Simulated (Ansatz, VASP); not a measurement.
H14SO6 in VASP and in Ansatz

```
O H S
1.0
     6.21446    0.00000    0.00000
     0.00000    6.21446    0.00000
     0.00000    0.00000    6.21446
O H S
6 14 1
Direct
  0.38118 0.69254 0.40483
  0.34652 0.50786 0.96261
  0.51034 0.87590 0.88381
  0.04007 0.52120 0.24055
  0.63519 0.03002 0.50517
  0.82994 0.85722 0.17171
  0.43895 0.83818 0.43583
  0.44644 0.64519 0.26870
  0.42954 0.39338 0.89465
  0.40777 0.65377 0.90910
  0.63205 0.87987 0.98855
  0.57041 0.92269 0.74154
  0.14811 0.59119 0.33972
  0.13733 0.49171 0.11473
  0.67958 0.17988 0.52898
  0.73052 0.96745 0.38842
  0.94104 0.95426 0.11845
  0.91319 0.70835 0.19783
  0.78269 0.58533 0.85781
  0.04204 0.48392 0.71083
  0.83119 0.51885 0.65534
```

Alike in both runs: functional LDA; k mesh 1 × 1 × 1; occupations fermi-dirac, width 0.02 eV; no spin polarisation.

Ansatz relaxed the structure, and its values are those at the end. VASP's run is a single point on that final structure, the one shown.

```csv
,VASP,Ansatz
version,VASP 6.6.1,Ansatz 0.2.0
potentials or method,"VASP PAW LDA potentials, release 64 (O, H, S), cutoff 520 eV","scalar-relativistic, plane waves, PAW"
valence electrons in the cell,56,56
```

```tsv
	VASP	Ansatz	Ansatz less VASP
gap on the k mesh at the Fermi level (eV)	3.88	3.87	-0.010
rms of the force components (eV/Å)	0.094	0.067	-0.0274
```

LDA's correlation is that of Perdew and Zunger in VASP and of Perdew and Wang (1992) in Ansatz.
